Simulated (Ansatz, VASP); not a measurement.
# ZrS: VASP beside Ansatz

```
Zr S
1.0
     0.00000    2.58562    2.62500
     2.58562    0.00000    2.62500
     2.58562    2.58562    0.00000
Zr S
1 1
Direct
  0.00000 0.00000 0.00000
  0.50000 0.50000 0.50000
```

Change from the starting cell: strain -0.015 along x and y, +0.000 along z, atoms carried along.

Alike in both runs: task single point; functional PBEsol; k mesh 16 × 16 × 16; occupations gaussian, width 0.15 eV; no spin polarisation.

```csv
,VASP,Ansatz
version,VASP 6.6.1,Ansatz 0.2.0
potentials or method,"VASP PAW PBE potentials, release 64 (Zr_sv, S), cutoff 520 eV","scalar-relativistic, plane waves, PAW"
valence electrons in the cell,18,18
```

Ansatz gave:

```
gap on the k mesh at the Fermi level (eV)                     : none
pressure (GPa)                                                : -2.5
traceless stress, the component that is largest in VASP (GPa) : -2.65
```

Task: What did VASP give for the same quantities?

Result: gap on the k mesh at the Fermi level (eV): none; pressure (GPa): -2.3; traceless stress, the component that is largest in VASP (GPa): -2.67.

VASP's potentials were made for PBE, not for PBEsol. A gap of «none» marks a metal or a gap that the smearing closes. The functional is the same, so the differences come from potentials, cutoffs and numerics.
